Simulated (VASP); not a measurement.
Set up this calculation in VASP 6.6.1, as the native input.

```
Task                   : relaxation of cell and atoms
Functional             : PBE
Potentials or basis    : VASP PAW PBE potentials, release 64 (V_sv)
Cutoff                 : 600 eV
k mesh                 : 9 × 9 × 5
Occupations            : gaussian, width 0.1 eV
Spin                   : collinear spin, ferromagnetic start
Starting moments       : [1.5, 1.5] μB
Dipole correction      : no
Further INCAR settings : ALGO = Normal; EDIFF = 1e-06; IBRION = 2; EDIFFG = -0.03; NSW = 60; ISIF = 3
```

The structure of V lies in POSCAR:

```
V
1.0
    2.7000000000      0.0000000000      0.0000000000
   -1.3500000000      2.3382685902      0.0000000000
    0.0000000000      0.0000000000      4.4091000000
V
2
Direct
    0.3333333333      0.6666666667      0.2500000000
    0.6666666667      0.3333333333      0.7500000000
```

One way to write it, as run:

INCAR

```
PREC = Accurate
ENCUT = 600
EDIFF = 1E-6
ISMEAR = 0
SIGMA = 0.1
LREAL = False
LASPH = True
NELM = 150
ALGO = Normal
ISIF = 3
LWAVE = False
LCHARG = False
ISPIN = 2
MAGMOM = 1.5 1.5
LORBIT = 11
LMAXMIX = 4
GGA = PE
IBRION = 2
NSW = 60
EDIFFG = -0.03
```

KPOINTS

```
regular mesh
0
Gamma
  9 9 5
```

Potentials or basis: VASP PAW PBE potentials, release 64 (V_sv).

Run with:

```console
$ cat potpaw_PBE.64/V_sv/POTCAR > POTCAR
$ mpirun -np 1 vasp_std > vasp.out
```

It gave:

```json
{
  "Relaxed volume": "13.85 Å³/atom",
  "Relaxed cell": "a = 2.602 Å, b = 2.602 Å, c = 4.724 Å, α = 90.00°, β = 90.00°, γ = 120.00°",
  "Space group after relaxing (to 0.05 Å)": "P6_3/mmc (No. 194)",
  "Energy gained by relaxing": "39.9 meV/atom",
  "Ionic steps": "7",
  "Pressure after relaxing": "0.1 GPa",
  "Band gap on the k mesh": "zero (filled and empty bands overlap)",
  "Net moment": "0.00 μB per cell",
  "Valence electrons inside the program's atomic spheres": "V 11.63"
}
```

Run time: 87 s on 1 thread of Intel(R) Xeon(R) 6975P-C (Granite Rapids), on a shared host, peak memory 0.18 GiB.
